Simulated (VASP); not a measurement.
# LiGa (Fd-3m) in VASP: notebook, part 2 of 2

VASP 6.6.1. Earlier steps stand in the parts before.

### Step 3. Single point, LDA

This run uses another cell than the first one, of 13.89 Å³/atom, 1.029 times its volume.

Input file INCAR:

```
SYSTEM = LiGa
PREC = Accurate
ENCUT = 520
EDIFF = 1E-6
ISMEAR = 0
SIGMA = 0.1
LREAL = .False.
LASPH = .True.
NELM = 80
ALGO = Normal
ISIF = 2
LWAVE = .False.
LCHARG = .False.
GGA = CA
NBANDS = 24
```

Input file KPOINTS:

```
regular mesh
0
Gamma
  7 7 7
  0 0 0
```

Input file POSCAR:

```
LiGa
1.0
    0.0000000000      3.0286596366      3.0286596366
    3.0286596366      0.0000000000      3.0286596366
    3.0286596366      3.0286596366      0.0000000000
Li Ga
2 2
Direct
    0.5000000000      0.5000000000      0.5000000000
    0.7500000000      0.7500000000      0.7500000000
    0.0000000000      0.0000000000      0.0000000000
    0.2500000000      0.2500000000      0.2500000000
```

Potentials or basis: VASP PAW LDA potentials, release 64 (Li_sv, Ga_d).

Started as:

```console
$ cat potpaw_LDA.64/Li_sv/POTCAR potpaw_LDA.64/Ga_d/POTCAR > POTCAR
$ mpirun -np 1 vasp_std > vasp.out
```

OUTCAR:

```text
SYSTEM = LiGa
   PREC = Accurate
   ENCUT = 520
   EDIFF = 1E-6
   ISMEAR = 0
   LREAL = .False.
   LASPH = .True.
   NELM = 80
   ISIF = 2
   GGA = CA

 ion  position               nearest neighbor table
   1  0.500  0.500  0.500-   4 2.62   4 2.62   4 2.62   4 2.62
   2  0.750  0.750  0.750-   3 2.62   3 2.62   3 2.62   3 2.62
   3  0.000  0.000  0.000-   2 2.62   4 2.62   2 2.62   2 2.62   4 2.62   2 2.62   4 2.62   4 2.62

   4  0.250  0.250  0.250-   3 2.62   1 2.62   3 2.62   1 2.62   3 2.62   3 2.62   1 2.62   1 2.62

  LATTYP: Found a face centered cubic cell.
 ALAT       =     6.0573192732

  Lattice vectors:

 A1 = (   0.0000000000,   3.0286596366,   3.0286596366)
 A2 = (   3.0286596366,   0.0000000000,   3.0286596366)
 A3 = (   3.0286596366,   3.0286596366,   0.0000000000)

Analysis of symmetry for initial positions (statically):
=====================================================================
 Subroutine PRICEL returns:
 Original cell was already a primitive cell.

 Routine SETGRP: Setting up the symmetry group for a
 face centered cubic supercell.

 Subroutine GETGRP returns: Found 48 space group operations
 (whereof 24 operations were pure point group operations)
 out of a pool of 48 trial point group operations.

The static configuration has the point symmetry T_d .
 The point group associated with its full space group is O_h .

Analysis of symmetry for dynamics (positions and initial velocities):
=====================================================================
 Subroutine PRICEL returns:
 Original cell was already a primitive cell.

 Routine SETGRP: Setting up the symmetry group for a
 face centered cubic supercell.

 Subroutine GETGRP returns: Found 48 space group operations
 (whereof 24 operations were pure point group operations)
 out of a pool of 48 trial point group operations.

The dynamic configuration has the point symmetry T_d .
[... 116 lines left out ...]
   IALGO  =     38    algorithm
   IMIX   =      4    mixing-type and parameters
     AMIX     =   0.40;   BMIX     =  1.00
     AMIX_MAG =   1.60;   BMIX_MAG =  1.00
  volume/ion in A,a.u.               =      13.89        93.74
  Fermi-wavevector in a.u.,A,eV,Ry     =   1.362065  2.573929 25.241798  1.855220
  Thomas-Fermi vector in A             =   2.488586
   LORBIT       =      0    0 simple, 1 ext, 2 COOP (PROOUT), +10 PAW based schemes
   GGA     = CA    functional components
   LHFCALC =     F    Hartree Fock is set to
   AEXX    =    0.0000 exact exchange contribution
   IVDW    =     0    specifies the selected vdW correction
   LEPSILON=     F    determine dielectric tensor
   LRPA    =     F    only Hartree local field effects (RPA)
 non-spin polarized calculation
 Gauss-broadening in eV      SIGMA  =   0.10
  energy-cutoff  :      520.00
  volume of cell :       55.56
 maximum number of plane-waves:      1508
   NGX = 15   NGY = 15   NGZ = 15

 number of electron      31.9999968 magnetization

 Free energy of the ion-electron system (eV)
  ---------------------------------------------------
  ext. energy  EPLUGINS =         0.00000000
  ---------------------------------------------------
  free energy    TOTEN  =       -12.79970882 eV

  energy without entropy =      -12.79446073  energy(sigma->0) =      -12.79708478

 E-fermi :   5.9199     XC(G=0): -10.6723

 val. band max:        5.8806656819   @ k =  -0.1429   0.1429   0.0000
 cond. band min:       5.9509912771   @ k =   0.4286   0.4286   0.0000
 fundamental gap:      0.0703255952
 Fermi energy:         5.9198594799

 k-point     1 :       0.0000    0.0000    0.0000
  band No.  band energies     occupation
      1     -40.5768      2.00000
      2     -40.5055      2.00000
      3      -9.9551      2.00000
      4      -9.9551      2.00000
      5      -9.9551      2.00000
      6      -9.9292      2.00000
[... 529 lines left out ...]
     23      14.2510      0.00000
     24      16.0407      0.00000

------------------------ aborting loop because EDIFF is reached ----------------------------------------

  FORCE on cell =-STRESS in cart. coord.  units (eV):
  Direction    XX          YY          ZZ          XY          YZ          ZX
  --------------------------------------------------------------------------------------
  -------------------------------------------------------------------------------------
  Total       -0.1204829     -0.1204829     -0.1204829      0.0000000      0.0000000     -0.0000000
  in kB       -3.4741985     -3.4741985     -3.4741985      0.0000000      0.0000000     -0.0000000
  external PRESSURE =      -3.4741985 kB  Pullay stress =       0.0000000 kB

 VOLUME and BASIS-vectors are now :
 -----------------------------------------------------------------------------
  energy-cutoff  :      520.00
  volume of cell :       55.56
      direct lattice vectors                 reciprocal lattice vectors
     0.000000000  3.028659637  3.028659637    -0.165089531  0.165089531  0.165089531
     3.028659637  0.000000000  3.028659637     0.165089531 -0.165089531  0.165089531
     3.028659637  3.028659637  0.000000000     0.165089531  0.165089531 -0.165089531

 POSITION                                       TOTAL-FORCE (eV/Angst)
 -----------------------------------------------------------------------------------
      3.02866      3.02866      3.02866        -0.000000     -0.000000     -0.000000
      4.54299      4.54299      4.54299         0.000000      0.000000      0.000000
      0.00000      0.00000      0.00000         0.000000      0.000000      0.000000
      1.51433      1.51433      1.51433        -0.000000     -0.000000     -0.000000
 -----------------------------------------------------------------------------------
    total drift:                               -0.000000      0.000000      0.000000

  FREE ENERGIE OF THE ION-ELECTRON SYSTEM (eV)
  ---------------------------------------------------
  free  energy   TOTEN  =       -12.7997088176 eV

  energy  without entropy=      -12.7944607328  energy(sigma->0) =      -12.79708478
```

OSZICAR:

```text
N       E                     dE             d eps       ncg     rms          rms(c)
DAV:   1     0.180159716316E+03    0.18016E+03   -0.15112E+04  1032   0.218E+03
DAV:   2     0.102311594646E+02   -0.16993E+03   -0.16262E+03  1032   0.427E+02
DAV:   3    -0.110800762095E+02   -0.21311E+02   -0.21007E+02  1464   0.107E+02
DAV:   4    -0.129486311359E+02   -0.18686E+01   -0.18408E+01  1464   0.261E+01
DAV:   5    -0.130184602924E+02   -0.69829E-01   -0.69793E-01  1344   0.423E+00    0.248E+00
DAV:   6    -0.128409858778E+02    0.17747E+00   -0.33776E-01  1216   0.849E+00    0.118E+00
DAV:   7    -0.128047591152E+02    0.36227E-01   -0.43555E-02  1408   0.210E+00    0.351E-01
DAV:   8    -0.127996583561E+02    0.51008E-02   -0.90530E-03  1552   0.976E-01    0.676E-02
DAV:   9    -0.127997096336E+02   -0.51278E-04   -0.77157E-04  1224   0.161E-01    0.509E-02
DAV:  10    -0.127997133878E+02   -0.37542E-05   -0.72371E-05  1704   0.622E-02    0.219E-02
DAV:  11    -0.127997092511E+02    0.41368E-05   -0.96249E-06  1136   0.197E-02    0.311E-03
DAV:  12    -0.127997088176E+02    0.43343E-06   -0.15740E-06  1176   0.767E-03
   1 F= -.12799709E+02 E0= -.12797085E+02  d E =-.524808E-02
```

stdout:

```text
POSCAR found type information on POSCAR LiGa
 POSCAR found :  2 types and       4 ions
 scaLAPACK will be used
 LDA part: xc-table for (Slater(with rela. corr.)+CA(PZ))
 , standard interpolation
 POSCAR, INCAR and KPOINTS ok, starting setup
 FFT: planning ... GRIDC
 FFT: planning ... GRID_SOFT
 FFT: planning ... GRID
 WAVECAR not read
 entering main loop
```

It took 44 s on 1 thread of AMD EPYC 7R13, shared host; peak memory 0.13 GiB.

What came out:

```
Free energy            : -12.7997 eV
Band gap on the k mesh : zero (band 16 reaches 6.35 eV, above the bottom of band 17 at 5.95 eV)
```

Caveat: the cutoff is under 1.25 times the usual one of these potentials, so pressure, stress and relaxed cells hold a basis-set (Pulay) error.

### Step 4. Single point, LDA

This run uses another cell than the first one, of 14.28 Å³/atom, 1.058 times its volume.

Input file INCAR:

```
SYSTEM = LiGa
ALGO = Normal ; EDIFF = 1E-6
ENCUT = 520 ; GGA = CA
ISIF = 2 ; ISMEAR = 0
LASPH = .TRUE. ; LCHARG = .FALSE.
LREAL = .FALSE. ; LWAVE = .FALSE.
NBANDS = 24 ; NELM = 60
PREC = Accurate ; SIGMA = 0.1
```

Input file KPOINTS:

```
k-points
0
G
  7 7 7
  0 0 0
```

Input file POSCAR:

```
LiGa
1.0
    0.0000000000      3.0568348326      3.0568348326
    3.0568348326      0.0000000000      3.0568348326
    3.0568348326      3.0568348326      0.0000000000
Li Ga
2 2
Direct
    0.5000000000      0.5000000000      0.5000000000
    0.7500000000      0.7500000000      0.7500000000
    0.0000000000      0.0000000000      0.0000000000
    0.2500000000      0.2500000000      0.2500000000
```

Potentials or basis: VASP PAW LDA potentials, release 64 (Li_sv, Ga_d).

Started as:

```console
$ cat potpaw_LDA.64/Li_sv/POTCAR potpaw_LDA.64/Ga_d/POTCAR > POTCAR
$ mpirun -np 1 vasp_std > vasp.out
```

OUTCAR:

```text
SYSTEM = LiGa
   EDIFF = 1E-6
   ENCUT = 520
   GGA = CA
   ISIF = 2
   ISMEAR = 0
   LASPH = .TRUE.
   LREAL = .FALSE.
   NELM = 60
   PREC = Accurate

 ion  position               nearest neighbor table
   1  0.500  0.500  0.500-   4 2.65   4 2.65   4 2.65   4 2.65
   2  0.750  0.750  0.750-   3 2.65   3 2.65   3 2.65   3 2.65
   3  0.000  0.000  0.000-   2 2.65   2 2.65   2 2.65   2 2.65   4 2.65   4 2.65   4 2.65   4 2.65

   4  0.250  0.250  0.250-   3 2.65   3 2.65   3 2.65   1 2.65   3 2.65   1 2.65   1 2.65   1 2.65

  LATTYP: Found a face centered cubic cell.
 ALAT       =     6.1136696652

  Lattice vectors:

 A1 = (   0.0000000000,   3.0568348326,   3.0568348326)
 A2 = (   3.0568348326,   0.0000000000,   3.0568348326)
 A3 = (   3.0568348326,   3.0568348326,   0.0000000000)

Analysis of symmetry for initial positions (statically):
=====================================================================
 Subroutine PRICEL returns:
 Original cell was already a primitive cell.

 Routine SETGRP: Setting up the symmetry group for a
[... 165 lines left out ...]
  free energy    TOTEN  =       -12.79069979 eV

  energy without entropy =      -12.78482182  energy(sigma->0) =      -12.78776080

 E-fermi :   5.6480     XC(G=0): -10.5458

 val. band max:        5.6385904856   @ k =   0.4286   0.0000   0.0000
 cond. band min:       5.6516644477   @ k =  -0.1429   0.1429   0.0000
 fundamental gap:      0.0130739620
 Fermi energy:         5.6480241027

 k-point     1 :       0.0000    0.0000    0.0000
  band No.  band energies     occupation
      1     -40.8076      2.00000
      2     -40.7428      2.00000
      3     -10.1364      2.00000
      4     -10.1364      2.00000
      5     -10.1364      2.00000
      6     -10.1115      2.00000
[... 529 lines left out ...]
     23      13.8706      0.00000
     24      15.6002      0.00000

------------------------ aborting loop because EDIFF is reached ----------------------------------------

  FORCE on cell =-STRESS in cart. coord.  units (eV):
  Direction    XX          YY          ZZ          XY          YZ          ZX
  --------------------------------------------------------------------------------------
  -------------------------------------------------------------------------------------
  Total       -0.5788619     -0.5788619     -0.5788619     -0.0000000     -0.0000000      0.0000000
  in kB      -16.2345262    -16.2345262    -16.2345262     -0.0000000     -0.0000000      0.0000000
  external PRESSURE =     -16.2345262 kB  Pullay stress =       0.0000000 kB

 VOLUME and BASIS-vectors are now :
 -----------------------------------------------------------------------------
  energy-cutoff  :      520.00
  volume of cell :       57.13
      direct lattice vectors                 reciprocal lattice vectors
     0.000000000  3.056834833  3.056834833    -0.163567882  0.163567882  0.163567882
     3.056834833  0.000000000  3.056834833     0.163567882 -0.163567882  0.163567882
     3.056834833  3.056834833  0.000000000     0.163567882  0.163567882 -0.163567882

 POSITION                                       TOTAL-FORCE (eV/Angst)
 -----------------------------------------------------------------------------------
      3.05683      3.05683      3.05683         0.000000     -0.000000      0.000000
      4.58525      4.58525      4.58525        -0.000000      0.000000     -0.000000
      0.00000      0.00000      0.00000         0.000000      0.000000      0.000000
      1.52842      1.52842      1.52842        -0.000000     -0.000000     -0.000000
 -----------------------------------------------------------------------------------
    total drift:                               -0.000000      0.000000      0.000000

  FREE ENERGIE OF THE ION-ELECTRON SYSTEM (eV)
  ---------------------------------------------------
  free  energy   TOTEN  =       -12.7906997865 eV

  energy  without entropy=      -12.7848218163  energy(sigma->0) =      -12.78776080
```

stdout:

```text
POSCAR found type information on POSCAR LiGa
 POSCAR found :  2 types and       4 ions
 scaLAPACK will be used
 LDA part: xc-table for (Slater(with rela. corr.)+CA(PZ))
 , standard interpolation
 POSCAR, INCAR and KPOINTS ok, starting setup
 FFT: planning ... GRIDC
 FFT: planning ... GRID_SOFT
 FFT: planning ... GRID
 WAVECAR not read
 entering main loop
```

Run time: 46 s. Hardware: 1 thread of AMD EPYC 7R13, shared host; peak memory 0.13 GiB.

Results:

```yaml
Free_energy: -12.7907 eV
Band_gap_on_the_k_mesh: zero (band 16 reaches 6.11 eV, above the bottom of band 17 at 5.64 eV)
```

Levels at points of the mesh, in eV from the Fermi level:
| k point | band 13 | band 14 | band 15 | band 16 | band 17 | band 18 | band 19 | band 20 |
| --- | --- | --- | --- | --- | --- | --- | --- | --- |
| (0.00, 0.00, 0.00) | -10.72 | 0.46 | 0.46 | 0.46 | 0.66 | 0.97 | 0.97 | 0.97 |

Caveat: the cutoff is under 1.25 times the usual one of these potentials, so pressure, stress and relaxed cells hold a basis-set (Pulay) error.

### Step 5. The runs side by side

| cell | gap on the mesh (eV) |
| --- | --- |
| a = 4.243 Å, angles 60.0°, 4 atoms | none |
| a = 4.283 Å, angles 60.0°, 4 atoms | none |
| a = 4.323 Å, angles 60.0°, 4 atoms | none |

Alike in all rows: task single point; level LDA; potentials or basis VASP PAW LDA potentials, release 64 (Li_sv, Ga_d); no spin polarisation; k mesh 7 × 7 × 7; cutoff (eV) 520; smearing gaussian 0.1 eV.

Caveats: the cutoff is under 1.25 times the usual one of these potentials, so pressure, stress and relaxed cells hold a basis-set (Pulay) error.

Total energies depend on the potentials used, so only differences within one code and one set of settings carry meaning.
